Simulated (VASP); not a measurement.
# Pt (I4/mmm) in VASP: notebook

Pt is run at these levels: r2SCAN; tasks: single point.

Everything below comes from runs of VASP 6.6.1. Logs are shortened: lines on timing, memory, paths and dates and some standing lists are left out, and cuts for length are marked.

## Step 1: The cell of the first run

It takes space group I4/mmm (No. 139, tetragonal). Conventional cell: a = 3.139 Å, b = 3.139 Å, c = 3.045 Å, α = 90.00°, β = 90.00°, γ = 90.00°. Within 3.5 Å of Pt (site symmetry 4/mmm) lie 14 Pt at 2.69 to 3.14 Å.

## Step 2: Single point, r2SCAN (strain +0.000 along x and y, -0.030 along z)

File POSCAR:

```
Pt
1.0
   -1.5694863913      1.5694863913      1.5224017996
    1.5694863913     -1.5694863913      1.5224017996
    1.5694863913      1.5694863913     -1.5224017996
Pt
1
Direct
    0.0000000000      0.0000000000      0.0000000000
```

File INCAR.step1:

```
SYSTEM = Pt
  PREC = Accurate
  ENCUT = 520
  ISMEAR = 0
  SIGMA = 0.15
  LREAL = .False.
  LASPH = .True.
  NELM = 100
  NBANDS = 11
  GGA = PE
  ALGO = Normal
  EDIFF = 1E-4
  LWAVE = .True.
  LCHARG = .False.
```

File INCAR.step2:

```
SYSTEM = Pt
  PREC = Accurate
  ENCUT = 520
  EDIFF = 1E-6
  ISMEAR = 0
  SIGMA = 0.15
  LREAL = .False.
  LASPH = .True.
  NELM = 100
  ALGO = Normal
  ISIF = 2
  LWAVE = .False.
  LCHARG = .False.
  METAGGA = R2SCAN
  LMIXTAU = .True.
  NBANDS = 11
  ISTART = 1
```

File KPOINTS:

```
Automatic mesh
0
Gamma
  26 26 26
  0 0 0
```

Potentials or basis: VASP PAW PBE potentials, release 64 (Pt).

Run with:

```sh
> cat potpaw_PBE.64/Pt/POTCAR > POTCAR
> cp INCAR.step1 INCAR
> mpirun -np 1 vasp_std > vasp.out
> cp INCAR.step2 INCAR
> mpirun -np 1 vasp_std > vasp.out
```

OUTCAR:

```text
SYSTEM = Pt
   PREC = Accurate
   ENCUT = 520
   EDIFF = 1E-6
   ISMEAR = 0
   LREAL = .False.
   LASPH = .True.
   NELM = 100
   ISIF = 2
   METAGGA = R2SCAN
   ISTART = 1

 ion  position               nearest neighbor table
   1  0.000  0.000  0.000-

  LATTYP: Found a body centered tetragonal cell.
 ALAT       =     3.1389727826
 C/A-ratio  =     0.9700000000

  Lattice vectors:

 A1 = (  -1.5694863913,   1.5694863913,   1.5224017996)
 A2 = (   1.5694863913,  -1.5694863913,   1.5224017996)
 A3 = (   1.5694863913,   1.5694863913,  -1.5224017996)

Analysis of symmetry for initial positions (statically):
=====================================================================
 Subroutine PRICEL returns:
 Original cell was already a primitive cell.

 Routine SETGRP: Setting up the symmetry group for a
 body centered tetragonal supercell.

 Subroutine GETGRP returns: Found 16 space group operations
 (whereof 16 operations were pure point group operations)
 out of a pool of 16 trial point group operations.

The static configuration has the point symmetry D_4h.

Analysis of symmetry for dynamics (positions and initial velocities):
=====================================================================
 Subroutine PRICEL returns:
 Original cell was already a primitive cell.

 Routine SETGRP: Setting up the symmetry group for a
 body centered tetragonal supercell.

 Subroutine GETGRP returns: Found 16 space group operations
 (whereof 16 operations were pure point group operations)
 out of a pool of 16 trial point group operations.

The dynamic configuration has the point symmetry D_4h.

 Subroutine INISYM returns: Found 16 space group operations
 (whereof 16 operations are pure point group operations),
 and found     1 'primitive' translations

----------------------------------------------------------------------------------------

                                     Primitive cell

  volume of cell :      15.0005

  direct lattice vectors                    reciprocal lattice vectors
    -1.569486391  1.569486391  1.522401800     0.000000000  0.318575556  0.328428408
     1.569486391 -1.569486391  1.522401800     0.318575556  0.000000000  0.328428408
     1.569486391  1.569486391 -1.522401800     0.318575556  0.318575556  0.000000000

  length of vectors
     2.691520445  2.691520445  2.691520445     0.457553936  0.457553936  0.450533872

  position of ions in fractional coordinates (direct lattice)
     0.000000000  0.000000000  0.000000000

  ion indices of the primitive-cell ions
   primitive index   ion index
                 1           1

----------------------------------------------------------------------------------------

 KPOINTS: Automatic mesh

Automatic generation of k-mesh.
 Grid dimensions read from file:
 generate k-points for:   26   26   26

 Generating k-lattice:

  Cartesian coordinates                     Fractional coordinates (reciprocal lattice)
     0.000000000  0.012252906  0.012631862     0.038461538 -0.000000000  0.000000000
     0.012252906  0.000000000  0.012631862    -0.000000000  0.038461538  0.000000000
     0.012252906  0.012252906  0.000000000     0.000000000  0.000000000  0.038461538

  Length of vectors
     0.017598228  0.017598228  0.017328226

  Shift w.r.t. Gamma in fractional coordinates (k-lattice)
     0.000000000  0.000000000  0.000000000

 Subroutine IBZKPT returns following result:
 ===========================================

 Found   1330 irreducible k-points:

 Following reciprocal coordinates:
            Coordinates               Weight
  0.000000  0.000000  0.000000      1.000000
  0.038462  0.000000 -0.000000      8.000000
  0.076923  0.000000 -0.000000      8.000000
  0.115385  0.000000  0.000000      8.000000
  0.153846  0.000000 -0.000000      8.000000
  0.192308 -0.000000  0.000000      8.000000
[... 16 lines left out ...]
  0.346154  0.038462  0.000000     16.000000
  0.384615  0.038462  0.000000     16.000000
 [... further k-points ...]
   k-points           NKPTS =   1330   k-points in BZ     NKDIM =   1330   number of bands    NBANDS=     11
   number of dos      NEDOS =    301   number of ions     NIONS =      1
   total plane-waves  NPLWV =   8000
   dimension x,y,z NGX =    20 NGY =   20 NGZ =   20
   dimension x,y,z NGXF=    40 NGYF=   40 NGZF=   40
   ions per type =               1
   NGX,Y,Z   is equivalent  to a cutoff of  12.35, 12.35, 12.35 a.u.
   NGXF,Y,Z  is equivalent  to a cutoff of  24.71, 24.71, 24.71 a.u.
 SYSTEM =  Pt
   PREC   = accura    normal or accurate (medium, high low for compatibility)
   ISTART =      1    job   : 0-new  1-cont  2-samecut
   ICHARG =      0    charge: 1-file 2-atom 10-const
   ISPIN  =      1    spin polarized calculation?
   LNONCOLLINEAR =      F non collinear calculations
   LSORBIT =      F    spin-orbit coupling
   LASPH  =      T    aspherical Exc in radial PAW
   ENCUT  =  520.0 eV  38.22 Ry    6.18 a.u.   5.00  5.00  5.00*2*pi/ulx,y,z
   NELM   =    100;   NELMIN=  2; NELMDL=  0     # of ELM steps
   EDIFF  = 0.1E-05   stopping-criterion for ELM
   LREAL  =      F    real-space projection
   EDIFFG = 0.1E-04   stopping-criterion for IOM
   NSW    =      0    number of steps for IOM
   IBRION =     -1    ionic relax: 0-MD 1-quasi-New 2-CG
   NFREE  =      0    steps in history (QN), initial steepest desc. (CG)
   ISIF   =      2    stress and relaxation
   ISYM   =      2    0-nonsym 1-usesym 2-fastsym
   POTIM  = 0.5000    time-step for ionic-motion
   TEBEG  =    0.0;   TEEND  =   0.0 temperature during run
   PSTRESS=    0.0 pullay stress
   NELECT =      10.0000    total number of electrons
   NUPDOWN=      -1.0000    fix difference up-down
   EMIN   =  10.00;   EMAX   =-10.00  energy-range for DOS
   EFERMI =   0.00;   METHOD = LEGACY
   ISMEAR =     0;   SIGMA  =   0.15  broadening in eV -4-tet -1-fermi 0-gaus
   EFERMI_NEDOS =   21; number of points for ismear=-14 and -15
   IALGO  =     38    algorithm
   IMIX   =      4    mixing-type and parameters
     AMIX     =   0.40;   BMIX     =  1.00
     AMIX_MAG =   1.60;   BMIX_MAG =  1.00
  volume/ion in A,a.u.               =      15.00       101.23
  Fermi-wavevector in a.u.,A,eV,Ry     =   1.430123  2.702540 27.827337  2.045252
  Thomas-Fermi vector in A             =   2.550002
   LORBIT       =      0    0 simple, 1 ext, 2 COOP (PROOUT), +10 PAW based schemes
   METAGGA = R2SCAN    functional components
   LHFCALC =     F    Hartree Fock is set to
   AEXX    =    0.0000 exact exchange contribution
   IVDW    =     0    specifies the selected vdW correction
   LEPSILON=     F    determine dielectric tensor
   LRPA    =     F    only Hartree local field effects (RPA)
 non-spin polarized calculation
 Gauss-broadening in eV      SIGMA  =   0.15
  energy-cutoff  :      520.00
  volume of cell :       15.00
 maximum number of plane-waves:       416
   NGX =  9   NGY =  9   NGZ =  9

 number of electron       9.9999999 magnetization

 Free energy of the ion-electron system (eV)
  ---------------------------------------------------
  ext. energy  EPLUGINS =         0.00000000
  ---------------------------------------------------
  free energy    TOTEN  =       -51.40300116 eV

  energy without entropy =      -51.39473101  energy(sigma->0) =      -51.39886609

 E-fermi :  10.9249     XC(G=0): -14.6457

 val. band max:       10.9201452874   @ k =  -0.1154  -0.3846   0.0385
 cond. band min:      10.9250699932   @ k =  -0.1923  -0.4231   0.0385
 fundamental gap:      0.0049247058
 Fermi energy:        10.9249363576

 k-point     1 :       0.0000    0.0000    0.0000
  band No.  band energies     occupation
      1       0.5980      2.00000
      2       6.8132      2.00000
      3       7.1004      2.00000
      4       7.1004      2.00000
      5       9.5058      2.00000
      6       9.8720      2.00000
      7      28.7590      0.00000
      8      28.7590      0.00000
      9      29.4268      0.00000
     10      39.9048      0.00000
     11      40.2098      0.00000

 k-point     2 :       0.0385    0.0000   -0.0000
  band No.  band energies     occupation
      1       0.6652      2.00000
      2       6.8230      2.00000
      3       7.0991      2.00000
      4       7.1171      2.00000
      5       9.5015      2.00000
      6       9.8439      2.00000
      7      28.8196      0.00000
      8      28.8596      0.00000
      9      29.4644      0.00000
     10      38.6356      0.00000
     11      39.5771      0.00000

 k-point     3 :       0.0769    0.0000   -0.0000
  band No.  band energies     occupation
      1       0.8641      2.00000
      2       6.7991      2.00000
      3       7.0926      2.00000
      4       7.2218      2.00000
      5       9.4833      2.00000
      6       9.7764      2.00000
      7      28.9736      0.00000
      8      29.1576      0.00000
      9      29.5509      0.00000
     10      37.2710      0.00000
     11      38.3992      0.00000

 k-point     4 :       0.1154    0.0000    0.0000
  band No.  band energies     occupation
      1       1.1860      2.00000
      2       6.6982      2.00000
      3       7.0752      2.00000
      4       7.4614      2.00000
      5       9.4369      2.00000
      6       9.7160      2.00000
      7      29.1347      0.00000
      8      29.5930      0.00000
      9      29.6427      0.00000
     10      36.1402      0.00000
     11      37.0435      0.00000

 k-point     5 :       0.1538    0.0000   -0.0000
  band No.  band energies     occupation
      1       1.6135      2.00000
      2       6.5445      2.00000
      3       7.0446      2.00000
      4       7.8163      2.00000
      5       9.3684      2.00000
      6       9.6978      2.00000
      7      29.1576      0.00000
      8      29.4030      0.00000
      9      30.2984      0.00000
     10      35.3900      0.00000
     11      35.8787      0.00000
[... 211 lines left out ...]
 k-point    21 :       0.2692    0.0385   -0.0000
  band No.  band energies     occupation
      1       3.3532      2.00000
      2       5.8811      2.00000
      3       7.2812      2.00000
      4       9.3510      2.00000
      5       9.7860      2.00000
      6       9.9223      2.00000
      7      25.1802      0.00000
      8      27.2624      0.00000
      9      32.0622      0.00000
     10      33.5072      0.00000
     11      35.9374      0.00000

 k-point    22 :       0.3077    0.0385   -0.0000
  band No.  band energies     occupation
      1       3.6005      2.00000
      2       5.7070      2.00000
      3       7.7706      2.00000
      4       9.4565      2.00000
      5      10.0092      2.00000
      6      10.4307      2.00000
      7      23.4638      0.00000
      8      26.5506      0.00000
      9      30.8528      0.00000
     10      34.5540      0.00000
     11      36.2135      0.00000

 k-point    23 :       0.3462    0.0385    0.0000
  band No.  band energies     occupation
      1       3.6960      2.00000
      2       5.5585      2.00000
      3       8.4378      2.00000
      4       9.6166      2.00000
      5      10.0964      2.00000
      6      11.0659      0.18399
      7      21.7844      0.00000
      8      25.9281      0.00000
      9      29.7044      0.00000
     10      35.5631      0.00000
     11      36.5144      0.00000

 k-point    24 :       0.3846    0.0385    0.0000
  band No.  band energies     occupation
      1       3.7021      2.00000
      2       5.4420      2.00000
      3       9.0590      2.00000
      4       9.8794      2.00000
      5      10.2220      2.00000
      6      11.6499      0.00000
      7      20.2360      0.00000
      8      25.4336      0.00000
      9      28.7305      0.00000
     10      36.3516      0.00000
     11      36.8461      0.00000

 [... further k-points ...]

------------------------ aborting loop because EDIFF is reached ----------------------------------------

  FORCE on cell =-STRESS in cart. coord.  units (eV):
  Direction    XX          YY          ZZ          XY          YZ          ZX
  --------------------------------------------------------------------------------------
  -------------------------------------------------------------------------------------
  Total        0.9910654      0.9910654      0.6950268      0.0000000     -0.0000000      0.0000000
  in kB      105.8543043    105.8543043     74.2348343      0.0000000     -0.0000000      0.0000000
  external PRESSURE =      95.3144809 kB  Pullay stress =       0.0000000 kB

 VOLUME and BASIS-vectors are now :
 -----------------------------------------------------------------------------
  energy-cutoff  :      520.00
  volume of cell :       15.00
      direct lattice vectors                 reciprocal lattice vectors
    -1.569486391  1.569486391  1.522401800     0.000000000  0.318575556  0.328428408
     1.569486391 -1.569486391  1.522401800     0.318575556  0.000000000  0.328428408
     1.569486391  1.569486391 -1.522401800     0.318575556  0.318575556  0.000000000

 POSITION                                       TOTAL-FORCE (eV/Angst)
 -----------------------------------------------------------------------------------
      0.00000      0.00000      0.00000         0.000000      0.000000      0.000000
 -----------------------------------------------------------------------------------
    total drift:                                0.000000     -0.000000      0.000000

  FREE ENERGIE OF THE ION-ELECTRON SYSTEM (eV)
  ---------------------------------------------------
  free  energy   TOTEN  =       -51.4030011644 eV

  energy  without entropy=      -51.3947310080  energy(sigma->0) =      -51.39886609
```

It took 6.2 min on 1 thread of Intel Xeon Platinum 8559C (Emerald Rapids), shared host; peak memory 0.32 GiB.

What came out:

| Property | Result |
| --- | --- |
| Free energy | -51.4030 eV |
| Pressure | 9.5 GPa |
| Band gap on the k mesh | zero (bands 5 and 6 overlap by 2.53 eV) |

Caveat: the cell differs from its parent crystal (strain +0.000 along x and y, -0.030 along z); the cell stands under pressure; the PAW data sets were made with another functional, which shifts forces and pressure a little; spin-orbit coupling is left out, which moves the levels of the heavy elements.

(Continued in part 2 of 2.)
